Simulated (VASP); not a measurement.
# MgS (Niningerite) (Fm-3m) in VASP: a series of runs

Aim: see how the results for MgS (Niningerite) move with the level of theory and the settings. Levels: PBE0, PBEsol+D3(BJ). Tasks: single point.

Everything below comes from runs of VASP 6.6.1. Logs are shortened: lines on timing, memory, paths and dates and some standing lists are left out, and cuts for length are marked.

## Step 1: The cell of the first run

The structure is cubic, space group Fm-3m (No. 225). The conventional cell has a = 5.203 Å, b = 5.203 Å, c = 5.203 Å, α = 90.00°, β = 90.00°, γ = 90.00°. S (site symmetry m-3m) has 6 Mg at 2.60 Å within 3.4 Å. Within 3.4 Å of Mg (site symmetry m-3m) lie 6 S at 2.60 Å.

## Step 2: Single point, PBE0

POSCAR

```
MgS
1.0
    0.0000000000      2.6016500000      2.6016500000
    2.6016500000      0.0000000000      2.6016500000
    2.6016500000      2.6016500000      0.0000000000
S Mg
1 1
Direct
    0.5000000000      0.5000000000      0.5000000000
    0.0000000000      0.0000000000      0.0000000000
```

INCAR.step1

```
SYSTEM = MgS
  PREC = Accurate
  ENCUT = 520
  EDIFF = 1E-5
  ISMEAR = -1
  SIGMA = 0.05
  LREAL = .False.
  LASPH = .True.
  NELM = 60
  ALGO = Normal
  ISIF = 2
  LWAVE = .True.
  NBANDS = 11
  GGA = PE
```

INCAR.step2

```
SYSTEM = MgS
  PREC = Accurate
  ENCUT = 520
  EDIFF = 1E-6
  ISMEAR = -1
  SIGMA = 0.05
  LREAL = .False.
  LASPH = .True.
  NELM = 60
  ALGO = Normal
  ISIF = 2
  LWAVE = .False.
  LCHARG = .True.
  GGA = PE
  LHFCALC = .True.
  AEXX = 0.25
  PRECFOCK = Normal
  LELF = .True.
  LVHAR = .True.
  NBANDS = 11
  ISTART = 1
```

KPOINTS

```
regular mesh
0
Gamma
  5 5 5
  0 0 0
```

Potentials or basis: VASP PAW PBE potentials, release 64 (S, Mg).

Started as:

```
$ cat potpaw_PBE.64/S/POTCAR potpaw_PBE.64/Mg/POTCAR > POTCAR
$ cp INCAR.step1 INCAR
$ mpirun -np 1 vasp_std > vasp.out
$ cp INCAR.step2 INCAR
$ mpirun -np 1 vasp_std > vasp.out
```

OUTCAR:

```text
SYSTEM = MgS
   PREC = Accurate
   ENCUT = 520
   EDIFF = 1E-6
   ISMEAR = -1
   LREAL = .False.
   LASPH = .True.
   NELM = 60
   ISIF = 2
   GGA = PE
   LHFCALC = .True.
   AEXX = 0.25
   PRECFOCK = Normal
   ISTART = 1

 ion  position               nearest neighbor table
   1  0.500  0.500  0.500-   2 2.60   2 2.60   2 2.60   2 2.60   2 2.60   2 2.60
   2  0.000  0.000  0.000-   1 2.60   1 2.60   1 2.60   1 2.60   1 2.60   1 2.60

  LATTYP: Found a face centered cubic cell.
 ALAT       =     5.2033000000

  Lattice vectors:

 A1 = (   0.0000000000,   2.6016500000,   2.6016500000)
 A2 = (   2.6016500000,   0.0000000000,   2.6016500000)
 A3 = (   2.6016500000,   2.6016500000,   0.0000000000)

Analysis of symmetry for initial positions (statically):
[... 33 lines left out ...]
                                     Primitive cell

  volume of cell :      35.2190

  direct lattice vectors                    reciprocal lattice vectors
     0.000000000  2.601650000  2.601650000    -0.192185728  0.192185728  0.192185728
     2.601650000  0.000000000  2.601650000     0.192185728 -0.192185728  0.192185728
     2.601650000  2.601650000  0.000000000     0.192185728  0.192185728 -0.192185728

  length of vectors
     3.679288715  3.679288715  3.679288715     0.332875446  0.332875446  0.332875446

  position of ions in fractional coordinates (direct lattice)
[... 8 lines left out ...]
----------------------------------------------------------------------------------------

 KPOINTS: regular mesh

Automatic generation of k-mesh.
 Grid dimensions read from file:
 generate k-points for:    5    5    5

 Generating k-lattice:

  Cartesian coordinates                     Fractional coordinates (reciprocal lattice)
    -0.038437146  0.038437146  0.038437146     0.200000000  0.000000000  0.000000000
     0.038437146 -0.038437146  0.038437146     0.000000000  0.200000000  0.000000000
     0.038437146  0.038437146 -0.038437146     0.000000000  0.000000000  0.200000000

  Length of vectors
     0.066575089  0.066575089  0.066575089

  Shift w.r.t. Gamma in fractional coordinates (k-lattice)
     0.000000000  0.000000000  0.000000000

 Subroutine IBZKPT returns following result:
 ===========================================

 Found     10 irreducible k-points:

 Following reciprocal coordinates:
            Coordinates               Weight
  0.000000  0.000000  0.000000      1.000000
  0.200000  0.000000  0.000000      8.000000
  0.400000  0.000000  0.000000      8.000000
  0.200000  0.200000  0.000000      6.000000
  0.400000  0.200000  0.000000     24.000000
 -0.400000  0.200000  0.000000     24.000000
 -0.200000  0.200000  0.000000     12.000000
  0.400000  0.400000  0.000000      6.000000
 -0.400000  0.400000  0.000000     12.000000
 -0.400000  0.400000  0.200000     24.000000
   k-points           NKPTS =     10   k-points in BZ     NKDIM =    125   number of bands    NBANDS=     11
   number of dos      NEDOS =    301   number of ions     NIONS =      2
   total plane-waves  NPLWV =  21952
   dimension x,y,z NGX =    28 NGY =   28 NGZ =   28
   dimension x,y,z NGXF=    56 NGYF=   56 NGZF=   56
   ions per type =               1   1
   NGX,Y,Z   is equivalent  to a cutoff of  12.65, 12.65, 12.65 a.u.
   NGXF,Y,Z  is equivalent  to a cutoff of  25.30, 25.30, 25.30 a.u.
 SYSTEM =  MgS
   PREC   = accura    normal or accurate (medium, high low for compatibility)
   ISTART =      1    job   : 0-new  1-cont  2-samecut
   ICHARG =      0    charge: 1-file 2-atom 10-const
   ISPIN  =      1    spin polarized calculation?
   LNONCOLLINEAR =      F non collinear calculations
   LSORBIT =      F    spin-orbit coupling
   LASPH  =      T    aspherical Exc in radial PAW
   ENCUT  =  520.0 eV  38.22 Ry    6.18 a.u.   6.84  6.84  6.84*2*pi/ulx,y,z
   NELM   =     60;   NELMIN=  2; NELMDL=  0     # of ELM steps
   EDIFF  = 0.1E-05   stopping-criterion for ELM
   LREAL  =      F    real-space projection
   EDIFFG = 0.1E-04   stopping-criterion for IOM
   NSW    =      0    number of steps for IOM
   IBRION =     -1    ionic relax: 0-MD 1-quasi-New 2-CG
   NFREE  =      0    steps in history (QN), initial steepest desc. (CG)
   ISIF   =      2    stress and relaxation
   ISYM   =      3    0-nonsym 1-usesym 2-fastsym
   POTIM  = 0.5000    time-step for ionic-motion
   TEBEG  =    0.0;   TEEND  =   0.0 temperature during run
   PSTRESS=    0.0 pullay stress
   NELECT =       8.0000    total number of electrons
   NUPDOWN=      -1.0000    fix difference up-down
   EMIN   =  10.00;   EMAX   =-10.00  energy-range for DOS
   EFERMI =   0.00;   METHOD = LEGACY
   ISMEAR =    -1;   SIGMA  =   0.05  broadening in eV -4-tet -1-fermi 0-gaus
   EFERMI_NEDOS =   21; number of points for ismear=-14 and -15
   IALGO  =     38    algorithm
   IMIX   =      1    mixing-type and parameters
     AMIX     =   0.40;   BMIX     =  1.00
     AMIX_MAG =   1.60;   BMIX_MAG =  1.00
  volume/ion in A,a.u.               =      17.61       118.83
  Fermi-wavevector in a.u.,A,eV,Ry     =   0.998878  1.887606 13.575323  0.997758
  Thomas-Fermi vector in A             =   2.131131
   LORBIT       =      0    0 simple, 1 ext, 2 COOP (PROOUT), +10 PAW based schemes
   GGA     = PE    functional components
   LHFCALC =     T    Hartree Fock is set to
   PRECFOCK=normal    Normal, Fast or Accurate (Low or Medium for compatibility)
   ENCUT4O =  -1.0   cutoff for four orbital integrals eV
   NKREDX  =     1    reduce k-point grid by
   NKREDY  =     1    reduce k-point grid by
   NKREDZ  =     1    reduce k-point grid by
   AEXX    =    0.2500 exact exchange contribution
   HFSCREEN=    0.0000 screening length (either q_TF or 0.3 A-1)
   HFSCREENC=   0.0000 screening length for correlation (either q_TF or 0.3 A-1)
   ENCUTFOCK=  -1.0 apply spherical cutoff to Coloumb kernel
   IVDW    =     0    specifies the selected vdW correction
   LEPSILON=     F    determine dielectric tensor
   LRPA    =     F    only Hartree local field effects (RPA)
 non-spin polarized calculation
  energy-cutoff  :      520.00
  volume of cell :       35.22
 maximum number of plane-waves:       962
  NGX = 24; NGY = 24; NGZ = 24

 number of electron       8.0000000 magnetization

 Free energy of the ion-electron system (eV)
  ---------------------------------------------------
  ext. energy  EPLUGINS =         0.00000000
  ---------------------------------------------------
  free energy    TOTEN  =       -10.45095825 eV

  energy without entropy =      -10.45095825  energy(sigma->0) =      -10.45095825

 E-fermi :   3.7803     XC(G=0):  -7.6511

 val. band max:        2.6808722262   @ k =   0.0000   0.0000   0.0000
 cond. band min:       7.6212065547   @ k =   0.4000   0.4000   0.0000
 fundamental gap:      4.9403343285
 Fermi energy:         3.7802594436

 k-point     1 :       0.0000    0.0000    0.0000
  band No.  band energies     occupation
      1     -11.3275      2.00000
      2       2.6809      2.00000
      3       2.6809      2.00000
      4       2.6809      2.00000
      5       8.2126      0.00000
      6      12.5516      0.00000
      7      12.5516      0.00000
      8      12.5516      0.00000
      9      15.1546      0.00000
     10      15.1546      0.00000
     11      17.1549      0.00000

 k-point     2 :       0.2000    0.0000    0.0000
  band No.  band energies     occupation
      1     -10.9185      2.00000
      2       0.4096      2.00000
      3       2.4312      2.00000
      4       2.4312      2.00000
      5       9.4555      0.00000
      6      12.4657      0.00000
      7      12.7454      0.00000
      8      12.7454      0.00000
      9      14.5486      0.00000
     10      14.5486      0.00000
     11      17.0422      0.00000

 k-point     3 :       0.4000    0.0000    0.0000
  band No.  band energies     occupation
      1     -10.0736      2.00000
      2      -2.2118      2.00000
      3       2.0852      2.00000
      4       2.0852      2.00000
      5       9.0753      0.00000
      6      11.6667      0.00000
      7      11.6667      0.00000
      8      14.8796      0.00000
      9      16.4467      0.00000
     10      17.6198      0.00000
     11      17.6198      0.00000

 k-point     4 :       0.2000    0.2000    0.0000
  band No.  band energies     occupation
      1     -10.7868      2.00000
      2       0.5895      2.00000
      3       1.9056      2.00000
      4       1.9056      2.00000
      5      10.0137      0.00000
      6      10.6115      0.00000
      7      12.4215      0.00000
      8      14.2290      0.00000
      9      14.2290      0.00000
     10      15.8522      0.00000
     11      19.5097      0.00000

 k-point     5 :       0.4000    0.2000    0.0000
  band No.  band energies     occupation
      1     -10.0758      2.00000
      2      -1.3386      2.00000
      3       1.1140      2.00000
      4       1.5207      2.00000
      5       9.3865      0.00000
      6      11.0305      0.00000
      7      12.6776      0.00000
      8      13.6021      0.00000
      9      16.8463      0.00000
     10      18.4640      0.00000
     11      19.3492      0.00000

 k-point     6 :      -0.4000    0.2000    0.0000
  band No.  band energies     occupation
      1      -9.7222      2.00000
      2      -2.0862      2.00000
      3       0.3689      2.00000
      4       1.7203      2.00000
      5       9.6220      0.00000
      6      11.4092      0.00000
      7      12.6034      0.00000
      8      14.4983      0.00000
      9      17.4653      0.00000
     10      17.4954      0.00000
     11      19.0849      0.00000

 k-point     7 :      -0.2000    0.2000    0.0000
  band No.  band energies     occupation
      1     -10.3489      2.00000
      2      -0.8181      2.00000
      3       0.8752      2.00000
      4       2.2874      2.00000
      5      10.7823      0.00000
      6      11.9208      0.00000
      7      11.9588      0.00000
      8      12.5505      0.00000
      9      14.3136      0.00000
     10      18.4304      0.00000
     11      19.3860      0.00000

 k-point     8 :       0.4000    0.4000    0.0000
  band No.  band energies     occupation
      1      -9.7036      2.00000
      2      -1.6103      2.00000
      3       0.9605      2.00000
      4       0.9605      2.00000
      5       7.6212      0.00000
      6       8.9739      0.00000
      7      15.8974      0.00000
      8      17.3576      0.00000
      9      17.3576      0.00000
     10      17.4309      0.00000
     11      22.0718      0.00000

 k-point     9 :      -0.4000    0.4000    0.0000
  band No.  band energies     occupation
      1      -9.4660      2.00000
      2      -1.5954      2.00000
      3      -0.3996      2.00000
      4       1.0579      2.00000
      5       8.0553      0.00000
      6      10.4688      0.00000
      7      15.1113      0.00000
      8      15.4578      0.00000
      9      17.1541      0.00000
     10      19.1432      0.00000
     11      21.7773      0.00000

 k-point    10 :      -0.4000    0.4000    0.2000
  band No.  band energies     occupation
      1      -9.5742      2.00000
      2      -1.4148      2.00000
      3      -0.2856      2.00000
      4       0.7706      2.00000
      5       9.6854      0.00000
      6      11.5568      0.00000
      7      12.1474      0.00000
      8      14.6755      0.00000
      9      17.7418      0.00000
     10      18.6054      0.00000
     11      21.5708      0.00000

------------------------ aborting loop because EDIFF is reached ----------------------------------------

  FORCE on cell =-STRESS in cart. coord.  units (eV):
  Direction    XX          YY          ZZ          XY          YZ          ZX
  --------------------------------------------------------------------------------------
  -------------------------------------------------------------------------------------
  Total       -0.1557025     -0.1557025     -0.1557025      0.0000000      0.0000000     -0.0000000
  in kB       -7.0832026     -7.0832026     -7.0832026      0.0000000      0.0000000     -0.0000000
  external PRESSURE =      -7.0832026 kB  Pullay stress =       0.0000000 kB

 VOLUME and BASIS-vectors are now :
 -----------------------------------------------------------------------------
  energy-cutoff  :      520.00
  volume of cell :       35.22
      direct lattice vectors                 reciprocal lattice vectors
     0.000000000  2.601650000  2.601650000    -0.192185728  0.192185728  0.192185728
     2.601650000  0.000000000  2.601650000     0.192185728 -0.192185728  0.192185728
     2.601650000  2.601650000  0.000000000     0.192185728  0.192185728 -0.192185728

 POSITION                                       TOTAL-FORCE (eV/Angst)
 -----------------------------------------------------------------------------------
      2.60165      2.60165      2.60165        -0.000000      0.000000     -0.000000
      0.00000      0.00000      0.00000         0.000000     -0.000000      0.000000
 -----------------------------------------------------------------------------------
    total drift:                                0.000000     -0.000000      0.000000

  FREE ENERGIE OF THE ION-ELECTRON SYSTEM (eV)
  ---------------------------------------------------
  free  energy   TOTEN  =       -10.4509582508 eV

  energy  without entropy=      -10.4509582508  energy(sigma->0) =      -10.45095825
```

Wall time 2.3 min (1 thread of Intel Xeon 6975P-C (Granite Rapids), shared host); peak memory 0.17 GiB.

What came out:

| Quantity | Value |
| --- | --- |
| Free energy | -10.4510 eV |
| Pressure | -0.7 GPa |
| Band gap on the k mesh | 4.94 eV, indirect (least direct gap 5.53 eV) |

Caveat: the PAW data sets were made with another functional, which shifts forces and pressure a little. A k mesh can miss the band edges.

## Step 3: Single point, PBEsol+D3(BJ)

This run uses another cell than the first one, of 16.76 Å³/atom, 0.952 times its volume.

INCAR

```
SYSTEM = MgS
  PREC = Accurate
  ENCUT = 520
  EDIFF = 1E-6
  ISMEAR = -1
  SIGMA = 0.05
  LREAL = .FALSE.
  LASPH = .TRUE.
  NELM = 60
  ALGO = Normal
  ISIF = 2
  LWAVE = .FALSE.
  LCHARG = .TRUE.
  GGA = PS
  IVDW = 12
  LELF = .TRUE.
  LVHAR = .TRUE.
  NBANDS = 11
```

KPOINTS

```
regular mesh
0
G
  9 9 9
  0 0 0
```

POSCAR

```
MgS
1.0
    0.0000000000      2.5593134893      2.5593134893
    2.5593134893      0.0000000000      2.5593134893
    2.5593134893      2.5593134893      0.0000000000
S Mg
1 1
Direct
    0.5000000000      0.5000000000      0.5000000000
    0.0000000000      0.0000000000      0.0000000000
```

Potentials or basis: VASP PAW PBE potentials, release 64 (S, Mg).

Started as:

```
$ cat potpaw_PBE.64/S/POTCAR potpaw_PBE.64/Mg/POTCAR > POTCAR
$ mpirun -np 1 vasp_std > vasp.out
```

OUTCAR:

```text
SYSTEM = MgS
   PREC = Accurate
   ENCUT = 520
   EDIFF = 1E-6
   ISMEAR = -1
   LREAL = .FALSE.
   LASPH = .TRUE.
   NELM = 60
   ISIF = 2
   GGA = PS
   IVDW = 12
 IVDW          = 12

 ion  position               nearest neighbor table
   1  0.500  0.500  0.500-   2 2.56   2 2.56   2 2.56   2 2.56   2 2.56   2 2.56
   2  0.000  0.000  0.000-   1 2.56   1 2.56   1 2.56   1 2.56   1 2.56   1 2.56

  LATTYP: Found a face centered cubic cell.
 ALAT       =     5.1186269786

  Lattice vectors:

[... 523 lines left out ...]

 Edisp (eV)   -0.63244

 E8    (eV) :    -0.3933

  FORCE on cell =-STRESS in cart. coord.  units (eV):
  Direction    XX          YY          ZZ          XY          YZ          ZX
  --------------------------------------------------------------------------------------
  -------------------------------------------------------------------------------------
  Total      -0.04321    -0.04321    -0.04321     0.00000     0.00000     0.00000
  in kB      -2.06494    -2.06494    -2.06494     0.00000     0.00000     0.00000
  external pressure =       -2.06 kB  Pullay stress =        0.00 kB

 VOLUME and BASIS-vectors are now :
 -----------------------------------------------------------------------------
  energy-cutoff  :      520.00
  volume of cell :       33.53
      direct lattice vectors                 reciprocal lattice vectors
     0.000000000  2.559313489  2.559313489    -0.195364891  0.195364891  0.195364891
     2.559313489  0.000000000  2.559313489     0.195364891 -0.195364891  0.195364891
     2.559313489  2.559313489  0.000000000     0.195364891  0.195364891 -0.195364891

 POSITION                                       TOTAL-FORCE (eV/Angst)
 -----------------------------------------------------------------------------------
      2.55931      2.55931      2.55931         0.000000     -0.000000      0.000000
      0.00000      0.00000      0.00000        -0.000000      0.000000     -0.000000
 -----------------------------------------------------------------------------------
    total drift:                                0.000000      0.000000      0.000000

  FREE ENERGIE OF THE ION-ELECTRON SYSTEM (eV)
  ---------------------------------------------------
  free  energy   TOTEN  =        -9.6970218902 eV

  energy  without entropy=       -9.6970218902  energy(sigma->0) =       -9.69702189
```

OSZICAR:

```text
N       E                     dE             d eps       ncg     rms          rms(c)
DAV:   1     0.208664273511E+02    0.20866E+02   -0.37481E+03   818   0.601E+02
DAV:   2    -0.805408356063E+01   -0.28921E+02   -0.27449E+02   992   0.998E+01
DAV:   3    -0.941241605794E+01   -0.13583E+01   -0.13562E+01   975   0.224E+01
DAV:   4    -0.942042122845E+01   -0.80052E-02   -0.80046E-02   896   0.205E+00
DAV:   5    -0.942048618316E+01   -0.64955E-04   -0.64954E-04   981   0.187E-01    0.433E+00
DAV:   6    -0.910768752541E+01    0.31280E+00   -0.63924E-01   884   0.317E+00    0.329E+00
DAV:   7    -0.906705451538E+01    0.40633E-01   -0.18231E-01   914   0.183E+00    0.199E+00
DAV:   8    -0.906475663084E+01    0.22979E-02   -0.91506E-03   851   0.550E-01    0.723E-01
DAV:   9    -0.906459027674E+01    0.16635E-03   -0.39254E-04   881   0.114E-01    0.309E-01
DAV:  10    -0.906458485053E+01    0.54262E-05   -0.13417E-04   890   0.515E-02    0.206E-02
DAV:  11    -0.906458411387E+01    0.73666E-06   -0.29187E-06   878   0.921E-03
   1 F= -.96970219E+01 E0= -.96970219E+01  d E =-.249857E-10
```

Run time: 9 s. Hardware: 1 thread of Intel Xeon Platinum 8375C at 2.90GHz (Ice Lake), shared host; peak memory 0.17 GiB.

Results:

| Quantity | Value |
| --- | --- |
| Free energy | -9.6970 eV |
| Pressure | -0.2 GPa |
| Band gap on the k mesh | 2.94 eV, indirect (least direct gap 3.99 eV) |
| Dispersion energy per atom | -0.316 eV |

Caveat: the PAW data sets were made with another functional, which shifts forces and pressure a little. As with any semilocal functional, this PBEsol gap is likely too small.
